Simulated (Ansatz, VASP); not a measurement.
# One calculation of Al3InAs4, two programs

The input INCAR:

```
PREC = Accurate ; ENCUT = 600
EDIFF = 1E-6 ; ISMEAR = 0
SIGMA = 0.1 ; LREAL = F
LASPH = T ; NELM = 60
ALGO = Normal ; ISIF = 3
LWAVE = F ; LCHARG = F
GGA = PE ; IBRION = 2
NSW = 80 ; EDIFFG = -0.025
```

The input KPOINTS:

```
regular mesh
0
Gamma
  4 2 2
```

POSCAR

```
Al3InAs4
1.0
   -4.0863300840      0.0196022521      0.0151265515
   -0.0410155616      4.1103995894      5.6448086419
    0.0017848192      4.3089738989     -5.7852632241
Al In As
3 1 4
Direct
    0.0200664420      0.0200905418      1.0163780387
    0.4947343238      0.5036975054      0.0183387755
    0.4700103895      1.0083562666      0.4933902244
    0.0408281941      0.4903127516      0.4993627762
   -0.0148163785      0.8931266009      0.6257135052
    0.4956128978      0.3640947591      0.6288597544
    0.0059834401      0.3661755178      0.0841027849
    0.4875806911      0.8541470567      0.1338531407
```

Input for Ansatz:

```yaml
crystal:
  lattice:
    - [-4.086330084, 0.0196022521, 0.0151265515]
    - [-0.0410155616, 4.1103995894, 5.6448086419]
    - [0.0017848192, 4.3089738989, -5.7852632241]
  atoms:
    - { symbol: Al, position: [0.020066442, 0.0200905418, 1.0163780387] }
    - { symbol: Al, position: [0.4947343238, 0.5036975054, 0.0183387755] }
    - { symbol: Al, position: [0.4700103895, 1.0083562666, 0.4933902244] }
    - { symbol: In, position: [0.0408281941, 0.4903127516, 0.4993627762] }
    - { symbol: As, position: [-0.0148163785, 0.8931266009, 0.6257135052] }
    - { symbol: As, position: [0.4956128978, 0.3640947591, 0.6288597544] }
    - { symbol: As, position: [0.0059834401, 0.3661755178, 0.0841027849] }
    - { symbol: As, position: [0.4875806911, 0.8541470567, 0.1338531407] }
basis:
  ecutwfc: 420
kpoints:
  mp_grid: { grid: [4, 2, 2] }
hamiltonian:
  xc: pbe
scf:
  occupations: { method: gaussian, width: 0.1 }
  lower_state_search: "off"
output:
  forces: true
  stress: true
  eigenvalues: true
relax:
  adjacent_minimum: "off"
  f_tol: 0.025
  max_steps: 60
  cell: { stress_tol: 0.25 }
```

Change from the starting cell: cell x1, atoms moved at random (sigma 0.1 Å) and cell strained at random (1.5 %), then relaxed without symmetry.

Alike in both runs: task relaxation of cell and atoms; functional PBE; k mesh 4 × 2 × 2; occupations gaussian, width 0.1 eV; no spin polarisation.

|  | VASP | Ansatz |
| --- | --- | --- |
| version | VASP 6.6.1 | Ansatz 0.2.0 |
| potentials or method | VASP PAW PBE potentials, release 64 (Al, In_d, As), cutoff 600 eV | scalar-relativistic, plane waves, PAW |
| valence electrons in the cell | 42 | 82 |

|  | VASP | Ansatz | Ansatz less VASP |
| --- | --- | --- | --- |
| gap on the k mesh at the Fermi level, each at its own relaxed structure (eV) | 0.98 | 0.99 | +0.007 |
| relaxed volume (Å³/atom) | 24.90 | 24.84 | -0.063 |
| relaxed length of the cell vector where the two differ most in proportion (Å) | 4.149 | 4.143 | -0.0052 |

VASP's potentials hold 42 valence electrons a cell and Ansatz's 82, so a difference there can come from the potentials and not from the codes.

The k mesh is coarse, so the values compare programs but aren't converged.
